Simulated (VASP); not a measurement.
Here is a VASP 6.6.1 calculation.

INCAR

```
SYSTEM = Ag
ALGO = Fast
EDIFF = 1E-6
ENCUT = 520
GGA = PS
ISIF = 2
ISMEAR = 0
LASPH = .True.
LCHARG = .False.
LREAL = .False.
LWAVE = .False.
NBANDS = 12
NELM = 60
PREC = Accurate
SIGMA = 0.15
```

Contents of KPOINTS:

```
k-points
0
Gamma
  20 20 20
  0 0 0
```

POSCAR

```
Ag
1.0
   -1.5894278400      1.5894278400      1.7881063200
    1.5894278400     -1.5894278400      1.7881063200
    1.5894278400      1.5894278400     -1.7881063200
Ag
1
Direct
    0.0000000000      0.0000000000      0.0000000000
```

Potentials or basis: VASP PAW PBE potentials, release 64 (Ag).

The run is started by

```console
$ cat potpaw_PBE.64/Ag/POTCAR > POTCAR
$ mpirun -np 1 vasp_std > vasp.out
```

**Question.** What does it give for the pressure?

**Answer.** -7.1 GPa.

**Question.** Predict the band gap on the k mesh.

**Answer.** Zero (an odd number of electrons rules out a gap without spin polarisation).

Stress tensor (GPa, compression positive):
```
-7.61  0.00  0.00
 0.00 -7.61  0.00
 0.00  0.00 -6.08
```

Caveat: the cell differs from its parent crystal (strain -0.040 along x and y, +0.080 along z); the cell stands under tension; the PAW data sets were made with another functional, which shifts forces and pressure a little.
